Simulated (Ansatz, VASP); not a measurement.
# W: VASP beside Ansatz

The input INCAR:

```
PREC = Accurate
ENCUT = 500
EDIFF = 1E-6
ISMEAR = 0
SIGMA = 0.05
LREAL = False
LASPH = True
NELM = 200
ALGO = Normal
ISIF = 2
LWAVE = False
LCHARG = False
MAGMOM = 0 0 0
LORBIT = 11
LSORBIT = True
GGA_COMPAT = False
LORBMOM = True
LMAXMIX = 4
GGA = PS
NBANDS = 25
```

File KPOINTS:

```
Automatic mesh
0
Gamma
  8 8 8
```

POSCAR

```
W
1.0
   -1.5586444503      1.5586444503      1.5586444503
    1.5586444503     -1.5586444503      1.5586444503
    1.5586444503      1.5586444503     -1.5586444503
W
1
Direct
    0.0000000000      0.0000000000      0.0000000000
```

Input for Ansatz:

```yaml
crystal:
  lattice:
    - [-1.5586444503, 1.5586444503, 1.5586444503]
    - [1.5586444503, -1.5586444503, 1.5586444503]
    - [1.5586444503, 1.5586444503, -1.5586444503]
  atoms:
    - { symbol: W, position: [0.0, 0.0, 0.0] }
basis:
  ecutwfc: 420
  ecutrho_ratio: 4
kpoints:
  mp_grid: { grid: [8, 8, 8] }
hamiltonian:
  xc: pbesol
scf:
  occupations: { method: gaussian, width: 0.05 }
output:
  forces: true
  stress: true
  eigenvalues: true
  populations: true
  topological_invariants: true
magnetization:
  noncollinear: true
  spin_orbit: true
```

Alike in both runs: task single point; functional PBEsol; k mesh 8 × 8 × 8; occupations gaussian, width 0.05 eV; non-collinear spin, spin-orbit coupling.

```csv
,VASP,Ansatz
version,VASP 6.6.1,Ansatz 0.2.0
potentials or method,"VASP PAW PBE potentials, release 64 (W_sv), cutoff 500 eV","plane waves, PAW"
valence electrons in the cell,14,14
```

Ansatz gave:

- pressure (GPa): 13.1
- net moment per atom (μB): 0.00

Task: Which values does VASP return?

Result: Pressure (GPa): 14.8; net moment per atom (μB): 0.00.

VASP's potentials were made for PBE, not for PBEsol. With one functional, cell and mesh, what is left measures potentials, basis and numerics.
